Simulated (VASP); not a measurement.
# MgO (Fm-3m) in VASP: further runs

Aim: see how the results for MgO move with the level of theory and the settings. Levels: r2SCAN, HSE06. Tasks: relaxation of cell and atoms, single point.

Everything below comes from runs of VASP 6.6.1. Logs are shortened: lines on timing, memory, paths and dates and some standing lists are left out, and cuts for length are marked.

### 1 The cell of the first run

The structure is cubic, space group Fm-3m (No. 225). Conventional cell: a = 4.254 Å, b = 4.254 Å, c = 4.254 Å, α = 90.00°, β = 90.00°, γ = 90.00°. Within 2.8 Å of Mg (site symmetry m-3m) lie 6 O at 2.13 Å. Within 2.8 Å of O (site symmetry m-3m) lie 6 Mg at 2.13 Å.

### 2 Relaxation of cell and atoms, r2SCAN

Input file POSCAR:

```
MgO
1.0
    0.0000000000      2.1268522615      2.1268522615
    2.1268522615      0.0000000000      2.1268522615
    2.1268522615      2.1268522615      0.0000000000
Mg O
1 1
Direct
    0.0000000000      0.0000000000      0.0000000000
    0.5000000000      0.5000000000      0.5000000000
```

Input file INCAR.step1:

```
  PREC = Accurate
  ENCUT = 600
  ISMEAR = -1
  SIGMA = 0.02
  LREAL = False
  LASPH = True
  NELM = 100
  GGA = PE
  ALGO = Normal
  EDIFF = 1E-4
  LWAVE = True
  LCHARG = False
```

Input file INCAR.step2:

```
  PREC = Accurate
  ENCUT = 600
  EDIFF = 1E-6
  ISMEAR = -1
  SIGMA = 0.02
  LREAL = False
  LASPH = True
  NELM = 100
  ALGO = Normal
  ISIF = 3
  LWAVE = False
  LCHARG = False
  METAGGA = R2SCAN
  LMIXTAU = True
  IBRION = 2
  NSW = 80
  EDIFFG = -0.005
  ISTART = 1
```

Input file KPOINTS:

```
regular mesh
0
Gamma
  10 10 10
```

Potentials or basis: VASP PAW PBE potentials, release 64 (Mg, O).

Started as:

```bash
> cat potpaw_PBE.64/Mg/POTCAR potpaw_PBE.64/O/POTCAR > POTCAR
> cp INCAR.step1 INCAR
> mpirun -np 1 vasp_std > vasp.out
> cp INCAR.step2 INCAR
> mpirun -np 1 vasp_std > vasp.out
```

OUTCAR:

```text
PREC = Accurate
   ENCUT = 600
   EDIFF = 1E-6
   ISMEAR = -1
   LREAL = False
   LASPH = True
   NELM = 100
   ISIF = 3
   METAGGA = R2SCAN
   IBRION = 2
   NSW = 80
   EDIFFG = -0.005
   ISTART = 1

 ion  position               nearest neighbor table
   1  0.000  0.000  0.000-   2 2.13   2 2.13   2 2.13   2 2.13   2 2.13   2 2.13
   2  0.500  0.500  0.500-   1 2.13   1 2.13   1 2.13   1 2.13   1 2.13   1 2.13

  LATTYP: Found a face centered cubic cell.
 ALAT       =     4.2537045230

  Lattice vectors:

 A1 = (   0.0000000000,   2.1268522615,   2.1268522615)
 A2 = (   2.1268522615,   0.0000000000,   2.1268522615)
 A3 = (   2.1268522615,   2.1268522615,   0.0000000000)

Analysis of symmetry for initial positions (statically):
=====================================================================
 Subroutine PRICEL returns:
 Original cell was already a primitive cell.

 Routine SETGRP: Setting up the symmetry group for a
 face centered cubic supercell.

 Subroutine GETGRP returns: Found 48 space group operations
 (whereof 48 operations were pure point group operations)
 out of a pool of 48 trial point group operations.

The static configuration has the point symmetry O_h .

Analysis of symmetry for dynamics (positions and initial velocities):
=====================================================================
 Subroutine PRICEL returns:
 Original cell was already a primitive cell.

 Routine SETGRP: Setting up the symmetry group for a
 face centered cubic supercell.

 Subroutine GETGRP returns: Found 48 space group operations
 (whereof 48 operations were pure point group operations)
 out of a pool of 48 trial point group operations.

The dynamic configuration has the point symmetry O_h .

 Subroutine INISYM returns: Found 48 space group operations
 (whereof 48 operations are pure point group operations),
 and found     1 'primitive' translations

----------------------------------------------------------------------------------------

                                     Primitive cell

  volume of cell :      19.2416

  direct lattice vectors                    reciprocal lattice vectors
     0.000000000  2.126852261  2.126852261    -0.235089202  0.235089202  0.235089202
     2.126852261  0.000000000  2.126852261     0.235089202 -0.235089202  0.235089202
     2.126852261  2.126852261  0.000000000     0.235089202  0.235089202 -0.235089202

  length of vectors
     3.007823313  3.007823313  3.007823313     0.407186441  0.407186441  0.407186441

  position of ions in fractional coordinates (direct lattice)
     0.000000000  0.000000000  0.000000000
     0.500000000  0.500000000  0.500000000

  ion indices of the primitive-cell ions
   primitive index   ion index
                 1           1
                 2           2

----------------------------------------------------------------------------------------

 KPOINTS: regular mesh

Automatic generation of k-mesh.
 Grid dimensions read from file:
 generate k-points for:   10   10   10

 Generating k-lattice:

  Cartesian coordinates                     Fractional coordinates (reciprocal lattice)
    -0.023508920  0.023508920  0.023508920     0.100000000  0.000000000  0.000000000
     0.023508920 -0.023508920  0.023508920     0.000000000  0.100000000  0.000000000
     0.023508920  0.023508920 -0.023508920     0.000000000  0.000000000  0.100000000

  Length of vectors
     0.040718644  0.040718644  0.040718644

  Shift w.r.t. Gamma in fractional coordinates (k-lattice)
     0.000000000  0.000000000  0.000000000

 Subroutine IBZKPT returns following result:
 ===========================================

 Found     47 irreducible k-points:

 Following reciprocal coordinates:
            Coordinates               Weight
  0.000000  0.000000  0.000000      1.000000
  0.100000  0.000000  0.000000      8.000000
  0.200000  0.000000  0.000000      8.000000
  0.300000  0.000000  0.000000      8.000000
  0.400000  0.000000  0.000000      8.000000
  0.500000  0.000000  0.000000      4.000000
[... 16 lines left out ...]
[... 37 lines left out ...]
   EFERMI_NEDOS =   21; number of points for ismear=-14 and -15
   IALGO  =     38    algorithm
   IMIX   =      4    mixing-type and parameters
     AMIX     =   0.40;   BMIX     =  1.00
     AMIX_MAG =   1.60;   BMIX_MAG =  1.00
  volume/ion in A,a.u.               =       9.62        64.92
  Fermi-wavevector in a.u.,A,eV,Ry     =   1.221868  2.308995 20.312962  1.492961
  Thomas-Fermi vector in A             =   2.357035
   LORBIT       =      0    0 simple, 1 ext, 2 COOP (PROOUT), +10 PAW based schemes
   METAGGA = R2SCAN    functional components
   LHFCALC =     F    Hartree Fock is set to
   AEXX    =    0.0000 exact exchange contribution
   IVDW    =     0    specifies the selected vdW correction
   LEPSILON=     F    determine dielectric tensor
   LRPA    =     F    only Hartree local field effects (RPA)
 conjugate gradient relaxation of ions
 non-spin polarized calculation
  energy-cutoff  :      600.00
  volume of cell :       19.24
 maximum number of plane-waves:       656
   NGX = 13   NGY = 13   NGZ = 13

--------------------------------------- Ionic step        1  -------------------------------------------

 number of electron       8.0000004 magnetization

 Free energy of the ion-electron system (eV)
  ---------------------------------------------------
  ext. energy  EPLUGINS =         0.00000000
  ---------------------------------------------------
  free energy    TOTEN  =       -16.14939268 eV

  energy without entropy =      -16.14939268  energy(sigma->0) =      -16.14939268

------------------------ aborting loop because EDIFF is reached ----------------------------------------

  FORCE on cell =-STRESS in cart. coord.  units (eV):
  Direction    XX          YY          ZZ          XY          YZ          ZX
  --------------------------------------------------------------------------------------
  -------------------------------------------------------------------------------------
  Total       -0.8118241     -0.8118241     -0.8118241     -0.0000000     -0.0000000      0.0000000
  in kB      -67.5974857    -67.5974857    -67.5974857     -0.0000000     -0.0000000      0.0000000
  external PRESSURE =     -67.5974857 kB  Pullay stress =       0.0000000 kB
[... 57 lines left out ...]
  energy  without entropy=      -16.1647505730  energy(sigma->0) =      -16.16475057

--------------------------------------- Ionic step        3  -------------------------------------------

 number of electron       8.0000004 magnetization

 Free energy of the ion-electron system (eV)
  ---------------------------------------------------
  ext. energy  EPLUGINS =         0.00000000
  ---------------------------------------------------
  free energy    TOTEN  =       -16.16729744 eV

  energy without entropy =      -16.16729744  energy(sigma->0) =      -16.16729744

 E-fermi :   3.3290     XC(G=0): -11.6646

 val. band max:        2.8758471339   @ k =   0.0000   0.0000   0.0000
 cond. band min:       8.6253314046   @ k =   0.0000   0.0000   0.0000
 fundamental gap:      5.7494842707
 Fermi energy:         3.3289889697

 k-point     1 :       0.0000    0.0000    0.0000
  band No.  band energies     occupation
      1     -15.3946      2.00000
      2       2.8758      2.00000
      3       2.8758      2.00000
      4       2.8758      2.00000
      5       8.6253      0.00000
      6      19.7958      0.00000
      7      19.7958      0.00000
      8      19.7958      0.00000
[... 243 lines left out ...]
 k-point    24 :       0.4000    0.3000    0.0000
  band No.  band energies     occupation
      1     -14.1589      2.00000
      2      -0.7472      2.00000
      3       1.5373      2.00000
      4       1.7546      2.00000
      5      13.5877      0.00000
      6      14.0841      0.00000
      7      17.8049      0.00000
      8      22.5383      0.00000

 [... further k-points ...]

------------------------ aborting loop because EDIFF is reached ----------------------------------------

  FORCE on cell =-STRESS in cart. coord.  units (eV):
  Direction    XX          YY          ZZ          XY          YZ          ZX
  --------------------------------------------------------------------------------------
  -------------------------------------------------------------------------------------
  Total        0.0018940      0.0018940      0.0018940     -0.0000000     -0.0000000     -0.0000000
  in kB        0.1646995      0.1646995      0.1646995     -0.0000000     -0.0000000     -0.0000000
  external PRESSURE =       0.1646995 kB  Pullay stress =       0.0000000 kB
[... 17 lines left out ...]
  FREE ENERGIE OF THE ION-ELECTRON SYSTEM (eV)
  ---------------------------------------------------
  free  energy   TOTEN  =       -16.1672974435 eV

  energy  without entropy=      -16.1672974435  energy(sigma->0) =      -16.16729744

 reached required accuracy - stopping structural energy minimisation
```

It took 95 s on 1 thread of Intel Xeon Platinum 8375C at 2.90GHz (Ice Lake), shared host; peak memory 0.16 GiB.

Results:

```
Free energy                           : -16.1673 eV
Relaxed volume                        : 9.21 Å³/atom
Relaxed cell                          : a = 2.965 Å, b = 2.965 Å, c = 2.965 Å, α = 60.00°, β = 60.00°, γ = 60.00°
Space group after relaxing (to 0.1 Å) : Fm-3m (No. 225)
Energy gained by relaxing             : 9.0 meV/atom
Ionic steps                           : 3
Pressure after relaxing               : 0.0 GPa
Band gap on the k mesh                : 5.75 eV
```

The path:
```csv
step,energy change (eV),largest force (eV/Å),pressure (GPa),volume (Å³)
1,0.0000,0.0000,-6.76,19.24
2,-0.0154,0.0000,2.83,18.13
3,-0.0179,0.0000,0.02,18.42
```

Final structure:
```cif
data_structure
_symmetry_space_group_name_H-M 'P 1'
_symmetry_Int_Tables_number 1
_cell_length_a 2.9646
_cell_length_b 2.9646
_cell_length_c 2.9646
_cell_angle_alpha 60.000
_cell_angle_beta 60.000
_cell_angle_gamma 60.000
_cell_volume 18.42
loop_
_atom_site_label
_atom_site_type_symbol
_atom_site_fract_x
_atom_site_fract_y
_atom_site_fract_z
_atom_site_occupancy
Mg1 Mg 0.00000 0.00000 0.00000 1
O1 O 0.50000 0.50000 0.50000 1
```

Levels at points of the mesh, in eV from the valence-band top:
```csv
k point,band 1,band 2,band 3,band 4,band 5,band 6,band 7,band 8
"(0.00, 0.00, 0.00)",-18.27,0.00,0.00,0.00,5.75,16.92,16.92,16.92
"(0.50, 0.00, 0.00)",-16.99,-4.67,-0.69,-0.69,8.90,13.97,17.57,17.57
"(0.50, 0.50, 0.00)",-16.73,-4.16,-1.39,-1.39,10.06,11.22,14.45,20.59
```

Caveat: the PAW data sets were made with another functional, which shifts forces and pressure a little. r2SCAN opens gaps a little over a GGA but as a rule still falls short of measured ones.

### 3 Single point, HSE06

This run uses another cell than the first one, of 9.27 Å³/atom.

Input file POSCAR:

```
MgO
1.0
    0.0000000000      2.1007443952      2.1007443952
    2.1007443952      0.0000000000      2.1007443952
    2.1007443952      2.1007443952      0.0000000000
Mg O
1 1
Direct
    0.0000000000      0.0000000000      0.0000000000
    0.5000000000      0.5000000000      0.5000000000
```

Input file INCAR.step1:

```
SYSTEM = MgO
PREC     = Accurate       ! precision mode
ENCUT    = 520            ! plane-wave cutoff, eV
EDIFF    = 1E-5           ! SCF threshold, eV
ISMEAR   = -1             ! smearing method
SIGMA    = 0.02           ! smearing width, eV
LREAL    = .FALSE.        ! projectors in reciprocal space
LASPH    = .TRUE.         ! aspherical terms in the spheres
NELM     = 80             ! most SCF steps
ALGO     = Normal         ! electronic algorithm
ISIF     = 2              ! what is computed and relaxed
LWAVE    = .TRUE.         ! write WAVECAR
GGA      = PE             ! functional
NBANDS   = 11             ! bands
```

Input file INCAR.step2:

```
SYSTEM = MgO
PREC     = Accurate       ! precision mode
ENCUT    = 520            ! plane-wave cutoff, eV
EDIFF    = 1E-6           ! SCF threshold, eV
ISMEAR   = -1             ! smearing method
SIGMA    = 0.02           ! smearing width, eV
LREAL    = .FALSE.        ! projectors in reciprocal space
LASPH    = .TRUE.         ! aspherical terms in the spheres
NELM     = 80             ! most SCF steps
ALGO     = Normal         ! electronic algorithm
ISIF     = 2              ! what is computed and relaxed
LWAVE    = .FALSE.        ! write WAVECAR
LCHARG   = .TRUE.         ! write CHGCAR
GGA      = PE             ! functional
LHFCALC  = .TRUE.         ! exact exchange
HFSCREEN = 0.2079         ! screening, 1/A
PRECFOCK = Normal       
LELF     = .TRUE.         ! ELF
LVHAR    = .TRUE.       
ISTART   = 1            
NBANDS   = 11             ! bands
```

Input file KPOINTS:

```
regular mesh
0
G
  6 6 6
  0 0 0
```

Potentials or basis: VASP PAW PBE potentials, release 64 (Mg, O).

Started as:

```bash
> cat potpaw_PBE.64/Mg/POTCAR potpaw_PBE.64/O/POTCAR > POTCAR
> cp INCAR.step1 INCAR
> mpirun -np 1 vasp_std > vasp.out
> cp INCAR.step2 INCAR
> mpirun -np 1 vasp_std > vasp.out
```

Run time: 14 min. Hardware: 1 thread of Intel Xeon Platinum 8375C at 2.90GHz (Ice Lake), shared host; peak memory 0.25 GiB.

Results (log left out):

| Property | Result |
| --- | --- |
| Free energy | -14.2101 eV |
| Pressure | -0.3 GPa |
| Band gap on the k mesh | 6.52 eV |

Levels at points of the mesh, in eV from the valence-band top:
| k point | band 2 | band 3 | band 4 | band 5 | band 6 | band 7 |
| --- | --- | --- | --- | --- | --- | --- |
| (0.00, 0.00, 0.00) | 0.00 | 0.00 | 0.00 | 6.52 | 17.80 | 17.80 |
| (0.50, 0.00, 0.00) | -4.96 | -0.72 | -0.72 | 9.72 | 14.95 | 18.40 |
| (0.50, 0.50, 0.00) | -4.42 | -1.48 | -1.48 | 10.86 | 11.93 | 15.44 |

Caveat: the k points lie up to 0.43 Å⁻¹ apart; the PAW data sets were made with another functional, which shifts forces and pressure a little.

### 4 Relaxation of cell and atoms, HSE06

This run uses another cell than the first one, of 9.29 Å³/atom.

Input file POSCAR:

```
MgO
1.0
    0.0000000000      2.1021680206      2.1021680206
    2.1021680206      0.0000000000      2.1021680206
    2.1021680206      2.1021680206      0.0000000000
Mg O
1 1
Direct
    0.0000000000      0.0000000000      0.0000000000
    0.5000000000      0.5000000000      0.5000000000
```

Input file INCAR.step1:

```
SYSTEM = MgO
PREC     = Accurate       ! precision mode
ENCUT    = 600            ! plane-wave cutoff, eV
EDIFF    = 1E-5           ! SCF threshold, eV
ISMEAR   = -1             ! smearing method
SIGMA    = 0.02           ! smearing width, eV
LREAL    = .False.        ! projectors in reciprocal space
LASPH    = .True.         ! aspherical terms in the spheres
NELM     = 60             ! most SCF steps
ALGO     = Normal         ! electronic algorithm
LWAVE    = .True.         ! write WAVECAR
LCHARG   = .False.        ! write CHGCAR
GGA      = PE             ! functional
NBANDS   = 11             ! bands
```

Input file INCAR.step2:

```
SYSTEM = MgO
PREC     = Accurate       ! precision mode
ENCUT    = 600            ! plane-wave cutoff, eV
EDIFF    = 1E-7           ! SCF threshold, eV
ISMEAR   = -1             ! smearing method
SIGMA    = 0.02           ! smearing width, eV
LREAL    = .False.        ! projectors in reciprocal space
LASPH    = .True.         ! aspherical terms in the spheres
NELM     = 60             ! most SCF steps
ALGO     = Normal         ! electronic algorithm
ISIF     = 3              ! what is computed and relaxed
LWAVE    = .False.        ! write WAVECAR
LCHARG   = .False.        ! write CHGCAR
GGA      = PE             ! functional
LHFCALC  = .True.         ! exact exchange
HFSCREEN = 0.2079         ! screening, 1/A
PRECFOCK = Normal       
IBRION   = 2              ! ionic algorithm
NSW      = 80             ! ionic steps
EDIFFG   = -0.005         ! ionic threshold
ISTART   = 1
```

Input file KPOINTS:

```
Automatic mesh
0
Gamma
  6 6 6
  0 0 0
```

Started as:

```bash
> cat potpaw_PBE.64/Mg/POTCAR potpaw_PBE.64/O/POTCAR > POTCAR
> cp INCAR.step1 INCAR
> mpirun -np 1 vasp_std > vasp.out
> cp INCAR.step2 INCAR
> mpirun -np 1 vasp_std > vasp.out
```

Run time: 29 min. Hardware: 1 thread of Intel Xeon Platinum 8375C at 2.90GHz (Ice Lake), shared host; peak memory 0.26 GiB.

It converged, with:

| Quantity | Value |
| --- | --- |
| Free energy | -14.2140 eV |
| Relaxed volume | 9.24 Å³/atom |
| Relaxed cell | a = 2.967 Å, b = 2.967 Å, c = 2.967 Å, α = 60.00°, β = 60.00°, γ = 60.00° |
| Space group after relaxing (to 0.1 Å) | Fm-3m (No. 225) |
| Energy gained by relaxing | 0.1 meV/atom |
| Ionic steps | 3 |
| Pressure after relaxing | 0.0 GPa |
| Band gap on the k mesh | 6.56 eV |

Step by step:
| step | energy change (eV) | largest force (eV/Å) | pressure (GPa) | volume (Å³) |
| --- | --- | --- | --- | --- |
| 1 | 0.0000 | 0.0000 | -0.92 | 18.58 |
| 2 | -0.0002 | 0.0000 | 0.39 | 18.44 |
| 3 | -0.0003 | 0.0000 | 0.02 | 18.48 |

Final structure:
```cif
data_structure
_symmetry_space_group_name_H-M 'P 1'
_symmetry_Int_Tables_number 1
_cell_length_a 2.9675
_cell_length_b 2.9675
_cell_length_c 2.9675
_cell_angle_alpha 60.000
_cell_angle_beta 60.000
_cell_angle_gamma 60.000
_cell_volume 18.48
loop_
_atom_site_label
_atom_site_type_symbol
_atom_site_fract_x
_atom_site_fract_y
_atom_site_fract_z
_atom_site_occupancy
Mg1 Mg 0.00000 0.00000 0.00000 1
O1 O 0.50000 0.50000 0.50000 1
```

Levels at points of the mesh, in eV from the valence-band top:
```
           k point  band 1  band 2  band 3  band 4  band 5  band 6  band 7  band 8
(0.00, 0.00, 0.00)  -18.88    0.00    0.00    0.00    6.56   17.82   17.82   17.82
(0.50, 0.00, 0.00)  -17.51   -4.98   -0.72   -0.72    9.75   15.00   18.44   18.44
(0.50, 0.50, 0.00)  -17.23   -4.43   -1.49   -1.49   10.87   11.98   15.48   21.55
```

Caveat: the k points lie up to 0.43 Å⁻¹ apart in the final cell; the PAW data sets were made with another functional, which shifts forces and pressure a little.

### 5 The runs side by side

```csv
task,level,cell,k mesh,cutoff (eV),grid for exact exchange (PRECFOCK),share of exact exchange,screening parameter,gap on the mesh (eV),pressure (GPa),relaxed volume (Å³/atom)
relaxation of cell and atoms,r2SCAN,"relaxed from a = 3.008 Å, angles 60.0°, 2 atoms",10 × 10 × 10,600,-,-,-,5.75,0.0,9.21
single point,HSE06,"a = 2.971 Å, angles 60.0°, 2 atoms",6 × 6 × 6,520,Normal,0.25,0.2079 1/Å,6.52,-0.3,-
relaxation of cell and atoms,HSE06,"relaxed from a = 2.973 Å, angles 60.0°, 2 atoms",6 × 6 × 6,600,Normal,0.25,0.2079 1/Å,6.56,0.0,9.24
```

Alike in all rows: potentials or basis VASP PAW PBE potentials, release 64 (Mg, O); no spin polarisation; smearing fermi-dirac 0.02 eV.

Caveats: some runs use coarse meshes; the PAW data sets were made with another functional, which shifts forces and pressure a little.

Absolute energies hang on the potentials; compare differences alone.
